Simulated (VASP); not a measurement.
# PrWS4 (P4/mmm) in VASP: further runs

PrWS4 is run at these levels: PBE; tasks: single point.

All numbers are computed with VASP 6.6.1; they aren't measurements. Logs are shortened: lines on timing, memory, paths and dates and some standing lists are left out, and cuts for length are marked.

## 1. The cell of the first run

Symmetry: P4/mmm, No. 123, tetragonal system. The conventional cell has a = 4.377 Å, b = 4.377 Å, c = 6.636 Å, α = 90.00°, β = 90.00°, γ = 90.00°. Pr (site symmetry 4/mmm) has 8 S at 2.90 Å within 3.8 Å. Within 3.4 Å of W (site symmetry 4/mmm) lie 8 S at 2.60 Å. Within 3.4 Å of S (site symmetry 2mm) lie 2 W at 2.60 Å and 5 S at 2.82 to 3.09 Å and 2 Pr at 2.90 Å.

The cell was generated, and may not be a known phase.

## 2. Single point, PBE, collinear spin

File INCAR:

```
ALGO     = Normal         # electronic algorithm
EDIFF    = 1E-6           # SCF threshold, eV
ENCUT    = 520            # plane-wave cutoff, eV
GGA      = PE             # functional
ISIF     = 2              # what is computed and relaxed
ISMEAR   = 0              # smearing method
ISPIN    = 2              # spin polarisation
LASPH    = T              # aspherical terms in the spheres
LCHARG   = F              # write CHGCAR
LMAXMIX  = 6              # l up to which the mixer works
LORBIT   = 11             # projections on sites
LREAL    = F              # projectors in reciprocal space
LWAVE    = F              # write WAVECAR
MAGMOM   = 0.02 0.88 -0.02 -0.02 -0.02 -0.02 # initial moments
NBANDS   = 38             # bands
NELM     = 150            # most SCF steps
PREC     = Accurate       # precision mode
SIGMA    = 0.1            # smearing width, eV
```

File KPOINTS:

```
k-points
0
Gamma
  4 4 4
```

File POSCAR:

```
PrWS4
1.0
    4.3767955689      0.0000000000      0.0000000000
    0.0000000000      4.3767955689      0.0000000000
    0.0000000000      0.0000000000      6.6360764313
Pr W S
1 1 4
Direct
    0.0000000000      0.0000000000      0.0000000000
    0.5000000000      0.5000000000      0.5000000000
    0.0000000000      0.5000000000      0.7121772310
    0.5000000000      0.0000000000      0.7121772310
    0.0000000000      0.5000000000      0.2878227690
    0.5000000000      0.0000000000      0.2878227690
```

Potentials or basis: VASP PAW PBE potentials, release 64 (Pr, W_sv, S).

Started as:

```console
cat potpaw_PBE.64/Pr/POTCAR potpaw_PBE.64/W_sv/POTCAR potpaw_PBE.64/S/POTCAR > POTCAR
mpirun -np 1 vasp_std > vasp.out
```

OUTCAR:

```text
EDIFF = 1E-6
   ENCUT = 520
   GGA = PE
   ISIF = 2
   ISMEAR = 0
   ISPIN = 2
   LASPH = T
   LORBIT = 11
   LREAL = F
   NELM = 150
   PREC = Accurate

 ion  position               nearest neighbor table
   1  0.000  0.000  0.000-   3 2.90   4 2.90   5 2.90   6 2.90   3 2.90   5 2.90   4 2.90   6 2.90

   2  0.500  0.500  0.500-   3 2.60   4 2.60   5 2.60   6 2.60   4 2.60   6 2.60   3 2.60   5 2.60

   3  0.000  0.500  0.712-   2 2.60   2 2.60   1 2.90   1 2.90
   4  0.500  0.000  0.712-   2 2.60   2 2.60   1 2.90   1 2.90
   5  0.000  0.500  0.288-   2 2.60   2 2.60   1 2.90   1 2.90
   6  0.500  0.000  0.288-   2 2.60   2 2.60   1 2.90   1 2.90

  LATTYP: Found a simple tetragonal cell.
 ALAT       =     4.3767955689
 C/A-ratio  =     1.5161951996

  Lattice vectors:

 A1 = (   4.3767955689,   0.0000000000,   0.0000000000)
 A2 = (   0.0000000000,   4.3767955689,   0.0000000000)
 A3 = (   0.0000000000,   0.0000000000,   6.6360764313)

Analysis of symmetry for initial positions (statically):
=====================================================================
 Subroutine PRICEL returns:
 Original cell was already a primitive cell.

 Routine SETGRP: Setting up the symmetry group for a
 simple tetragonal supercell.

 Subroutine GETGRP returns: Found 16 space group operations
 (whereof 16 operations were pure point group operations)
 out of a pool of 16 trial point group operations.

The static configuration has the point symmetry D_4h.

Analysis of symmetry for dynamics (positions and initial velocities):
=====================================================================
 Subroutine PRICEL returns:
 Original cell was already a primitive cell.

 Routine SETGRP: Setting up the symmetry group for a
 simple tetragonal supercell.

 Subroutine GETGRP returns: Found 16 space group operations
 (whereof 16 operations were pure point group operations)
 out of a pool of 16 trial point group operations.

The dynamic configuration has the point symmetry D_4h.

Analysis of structural, dynamic, and magnetic symmetry:
=====================================================================
 Subroutine PRICEL returns:
 Original cell was already a primitive cell.

 Routine SETGRP: Setting up the symmetry group for a
 simple tetragonal supercell.

 Subroutine GETGRP returns: Found 16 space group operations
 (whereof 16 operations were pure point group operations)
[... 139 lines left out ...]
 NGX is ok and might be reduce to    36
   NGX = 17   NGY = 17   NGZ = 25

 number of electron      51.0000002 magnetization       1.0545785

 Free energy of the ion-electron system (eV)
  ---------------------------------------------------
  ext. energy  EPLUGINS =         0.00000000
  ---------------------------------------------------
  free energy    TOTEN  =       -38.88347248 eV

  energy without entropy =      -38.78812699  energy(sigma->0) =      -38.83579973

 E-fermi :   6.2287     XC(G=0): -10.2276

 val. band max:        6.2257031359   @ k =   0.5000   0.0000   0.0000
 cond. band min:       6.2308083709   @ k =   0.5000   0.0000   0.2500
 fundamental gap:      0.0051052350
 Fermi energy:         6.2287091120

 spin component 1

 k-point     1 :       0.0000    0.0000    0.0000
  band No.  band energies     occupation
      1     -68.9276      1.00000
      2     -33.1432      1.00000
      3     -33.1432      1.00000
      4     -33.1087      1.00000
      5     -29.3594      1.00000
      6     -11.7767      1.00000
[... 709 lines left out ...]
     36       8.2404      0.00000
     37       9.8574      0.00000
 Fermi energy:         6.2287091120

 spin component 2

 k-point     1 :       0.0000    0.0000    0.0000
  band No.  band energies     occupation
      1     -68.4193      1.00000
      2     -32.4921      1.00000
      3     -32.4921      1.00000
      4     -32.3514      1.00000
      5     -29.4813      1.00000
      6     -11.6547      1.00000
[... 709 lines left out ...]
     36       8.3165      0.00000
     37      10.0754      0.00000
 [bands above 37 left out]

------------------------ aborting loop because EDIFF is reached ----------------------------------------

  FORCE on cell =-STRESS in cart. coord.  units (eV):
  Direction    XX          YY          ZZ          XY          YZ          ZX
  --------------------------------------------------------------------------------------
  -------------------------------------------------------------------------------------
  Total       -2.4443171     -2.4443171     -3.5578653      0.0000000     -0.0000000      0.0000000
  in kB      -30.8066320    -30.8066320    -44.8410921      0.0000000     -0.0000000      0.0000000
  external PRESSURE =     -35.4847854 kB  Pullay stress =       0.0000000 kB

 VOLUME and BASIS-vectors are now :
 -----------------------------------------------------------------------------
  energy-cutoff  :      520.00
  volume of cell :      127.12
      direct lattice vectors                 reciprocal lattice vectors
     4.376795569  0.000000000  0.000000000     0.228477658  0.000000000  0.000000000
     0.000000000  4.376795569  0.000000000     0.000000000  0.228477658  0.000000000
     0.000000000  0.000000000  6.636076431     0.000000000  0.000000000  0.150691453

 POSITION                                       TOTAL-FORCE (eV/Angst)
 -----------------------------------------------------------------------------------
      0.00000      0.00000      0.00000         0.000000      0.000000      0.000000
      2.18840      2.18840      3.31804         0.000000      0.000000      0.000000
      0.00000      2.18840      4.72606         0.000000      0.000000      0.498381
      2.18840      0.00000      4.72606         0.000000      0.000000      0.498381
      0.00000      2.18840      1.91001        -0.000000      0.000000     -0.498381
      2.18840      0.00000      1.91001        -0.000000      0.000000     -0.498381
 -----------------------------------------------------------------------------------
    total drift:                                0.000000      0.000000      0.000000

  FREE ENERGIE OF THE ION-ELECTRON SYSTEM (eV)
  ---------------------------------------------------
  free  energy   TOTEN  =       -38.8834724812 eV

  energy  without entropy=      -38.7881269884  energy(sigma->0) =      -38.83579973

 total charge

# of ion       s       p       d       f       tot
--------------------------------------------------
    1        1.949   5.359   0.476   2.071   9.855
    2        2.287   6.205   3.153   0.000  11.646
    3        1.349   2.351   0.000   0.000   3.700
    4        1.349   2.351   0.000   0.000   3.700
    5        1.349   2.351   0.000   0.000   3.700
    6        1.349   2.351   0.000   0.000   3.700
--------------------------------------------------
tot          9.631  20.970   3.630   2.071  36.301

 magnetization (x)

# of ion       s       p       d       f       tot
--------------------------------------------------
    1        0.004   0.007   0.010  -0.256  -0.236
    2        0.023   0.019   1.040   0.000   1.083
    3       -0.001  -0.018   0.000   0.000  -0.018
    4       -0.001  -0.018   0.000   0.000  -0.018
    5       -0.001  -0.018   0.000   0.000  -0.018
    6       -0.001  -0.018   0.000   0.000  -0.018
--------------------------------------------------
tot          0.024  -0.044   1.050  -0.256   0.773
```

OSZICAR:

```text
N       E                     dE             d eps       ncg     rms          rms(c)
DAV:   1     0.436673416338E+03    0.43667E+03   -0.23340E+04  3880   0.206E+03
DAV:   2     0.866919959255E+01   -0.42800E+03   -0.39609E+03  4274   0.445E+02
[... 13 lines left out ...]
DAV:  60    -0.388834638569E+02   -0.31958E-05   -0.13529E-05  1976   0.181E-02    0.420E-02
DAV:  61    -0.388834645076E+02   -0.65072E-06   -0.63852E-05  3230   0.377E-02    0.230E-02
DAV:  62    -0.388834699854E+02   -0.54777E-05   -0.45063E-06  1742   0.143E-02    0.181E-02
DAV:  63    -0.388834719415E+02   -0.19561E-05   -0.26223E-06  1604   0.125E-02    0.141E-02
DAV:  64    -0.388834730322E+02   -0.10908E-05   -0.13433E-06  1552   0.916E-03    0.173E-02
DAV:  65    -0.388834724812E+02    0.55108E-06   -0.77072E-07  1702   0.853E-03
   1 F= -.38883472E+02 E0= -.38835800E+02  d E =-.953455E-01  mag=     1.0543
```

stdout:

```text
POSCAR found type information on POSCAR PrW S
 POSCAR found :  3 types and       6 ions
 scaLAPACK will be used
 LDA part: xc-table for (Slater+PW92), standard interpolation
 POSCAR, INCAR and KPOINTS ok, starting setup
 FFT: planning ... GRIDC
 FFT: planning ... GRID_SOFT
 FFT: planning ... GRID
 WAVECAR not read
 entering main loop
```

Run time: 14 min. Hardware: 1 thread of Intel Xeon Platinum 8259CL at 2.50GHz (Skylake/Cascade Lake), shared host; peak memory 0.38 GiB.

What came out:

```yaml
Free_energy: -38.8835 eV
Pressure: -3.5 GPa
Largest_force: 0.498 eV/Å
Net_moment: 1.05 μB per cell
Site_moments: Pr -0.24; W +1.08; S -0.02 μB
Valence_electrons_inside_the_program's_atomic_spheres: Pr 9.86; W 11.65; S 3.70
```

Forces in eV/Å, atoms in the order of the input:
```
Pr   0.000  0.000  0.000
W    0.000  0.000  0.000
S    0.000  0.000  0.498
S    0.000  0.000  0.498
S    0.000  0.000 -0.498
S    0.000  0.000 -0.498
```

Caveat: the magnetic or orbital state may not be the lowest; the cell stands under tension; spin-orbit coupling is left out, which moves the levels of the heavy elements; semilocal functionals describe open f shells poorly, which spoils levels, moments and volumes. With open d or f shells a metallic result of PBE can be an artefact of self-interaction; +U or a hybrid may open a gap.

[end of part 1 of 2]
